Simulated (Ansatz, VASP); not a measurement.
FePb: VASP beside Ansatz

```
Fe Pb
1.0
     3.39864    0.00000    0.00000
     0.00000    3.39864    0.00000
     0.00000    0.00000    3.39864
Fe Pb
1 1
Direct
  0.00000 0.00000 0.00000
  0.50000 0.50000 0.50000
```

Alike in both runs: task single point; functional r2SCAN; k mesh 12 × 12 × 12; occupations gaussian, width 0.1 eV; collinear spin.

|  | VASP | Ansatz |
| --- | --- | --- |
| version | VASP 6.6.1 | Ansatz 0.2.0 |
| potentials or method | VASP PAW PBE potentials, release 64 (Fe, Pb_d), cutoff 520 eV | scalar-relativistic, plane waves, PAW |
| valence electrons in the cell | 22 | 30 |

Ansatz gave:

| Item | Value |
| --- | --- |
| gap on the k mesh at the Fermi level (eV) | none |
| pressure (GPa) | 0.8 |
| net moment per atom (μB) | 1.45 |
| size of the moment on the site where the two differ most (μB) | 3.11 |

Q: Which values does VASP return?

A: gap on the k mesh at the Fermi level (eV): none; pressure (GPa): 0.7; net moment per atom (μB): 1.45; size of the moment on the site where the two differ most (μB): 3.06.

VASP's potentials were made for PBE, not for r2SCAN. Site moments also hang on the region over which each program counts them. A gap of «none» marks a metal or a gap that the smearing closes. VASP's potentials hold 22 valence electrons a cell and Ansatz's 30, so a difference there can come from the potentials and not from the codes. Ansatz's warnings: stability check not made.

Spin-orbit coupling is off throughout.
